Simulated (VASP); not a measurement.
The system is MoS2.

```
Mo S
1.0
     0.00000    2.93240    2.93240
     2.93240    0.00000    2.93240
     2.93240    2.93240    0.00000
Mo S
1 2
Direct
  0.00000 0.00000 0.00000
  0.25000 0.25000 0.25000
  0.75000 0.75000 0.75000
```

Base run:

```yaml
Program: VASP 6.6.1
Functional: PBEsol
Potentials_or_basis: VASP PAW PBE potentials, release 64 (Mo_sv, S)
Cutoff: 520 eV
k_mesh: 6 × 6 × 6
Occupations: fermi-dirac, width 0.02 eV
Spin: no spin polarisation
```

Its results: band gap on the k mesh zero (bands 13 and 14 overlap by 0.78 eV); pressure -4.5 GPa.

Q: The run is repeated on the same cell with these changes: functional from PBEsol to PBE-based screened hybrid with 30 % exact exchange; k mesh from 6 × 6 × 6 to 4 × 4 × 4. What comes out?

A: Band gap on the k mesh zero (bands 13 and 14 overlap by 1.17 eV); pressure -5.0 GPa.

Several settings changed at once.

Caveats: some runs use coarse meshes; the PAW data sets were made with another functional, which shifts forces and pressure a little; the cell stands under tension (at least some runs).
